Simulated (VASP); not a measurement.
Crystal: CuO.

```
Cu O
1.0
     1.99097   -2.15355    0.00000
     1.99097    2.15355    0.00000
     0.00000    0.00000    5.15593
Cu O
2 2
Direct
  0.50000 0.00000 0.00000
  0.00000 0.50000 0.50000
  0.50000 0.50000 0.25000
  0.50000 0.50000 0.75000
```

Base run:

* Program: VASP 6.6.1
* Functional: PBEsol
* Potentials or basis: VASP PAW PBE potentials, release 64 (Cu_sv_GW, O)
* Cutoff: 820 eV
* k mesh: 9 × 9 × 5
* Occupations: fermi-dirac, width 0.05 eV
* Spin: no spin polarisation

Its results: band gap on the k mesh zero (bands 25 and 26 overlap by 0.87 eV); pressure -6.8 GPa.

The run is repeated on the same cell with these changes: functional from PBEsol to r2SCAN; cutoff from 820 eV to 900 eV. What comes out?

Band gap on the k mesh zero (bands 25 and 26 overlap by 0.85 eV); pressure -5.1 GPa.

Caveats: the cell stands under tension; the PAW data sets were made with another functional, which shifts forces and pressure a little; semilocal functionals often make such compounds metallic where correlation or magnetic order opens a gap, which also shifts bond lengths.
